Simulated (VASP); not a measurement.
Wanted: the native input for a VASP 6.6.1 run.

```
Task                   : single point
Functional             : PBEsol
Potentials or basis    : VASP PAW PBE potentials, release 64 (C)
Cutoff                 : 520 eV
k mesh                 : 14 × 14 × 4
Occupations            : fermi-dirac, width 0.05 eV
Spin                   : no spin polarisation
Dipole correction      : no
Further INCAR settings : ALGO = Normal; EDIFF = 1e-06; NBANDS = 16
```

The structure of C lies in POSCAR:

```
C
1.0
    2.4589457232      0.0000000000      0.0000000000
   -1.2294728616      2.1295094628      0.0000000000
    0.0000000000      0.0000000000      7.1761632397
C
4
Direct
    1.0000000000      1.0000000000      0.2500000000
    0.0000000000      0.0000000000      0.7500000000
    0.3333333333      0.6666666667      0.2500000000
    0.6666666667      0.3333333333      0.7500000000
```

One way to write it, as run:

INCAR

```
SYSTEM = C
  PREC = Accurate
  ENCUT = 520
  EDIFF = 1E-6
  ISMEAR = -1
  SIGMA = 0.05
  LREAL = .FALSE.
  LASPH = .TRUE.
  NELM = 60
  ALGO = Normal
  ISIF = 2
  LWAVE = .FALSE.
  LCHARG = .FALSE.
  GGA = PS
  NBANDS = 16
```

KPOINTS

```
regular mesh
0
G
  14 14 4
  0 0 0
```

Potentials or basis: VASP PAW PBE potentials, release 64 (C).

Run with:

```console
$ cat potpaw_PBE.64/C/POTCAR > POTCAR
$ mpirun -np 1 vasp_std > vasp.out
```

Results of the run:

* Pressure: 0.6 GPa
* Band gap on the k mesh: 1.00 eV, direct

Caveat: the PAW data sets were made with another functional, which shifts forces and pressure a little; this functional lacks dispersion, which binds the layers, so the pressure and a relaxed spacing across them are unreliable.

Wall time 53 s on 1 thread of Intel Xeon 6975P-C, with other jobs on the host, peak memory 0.16 GiB.
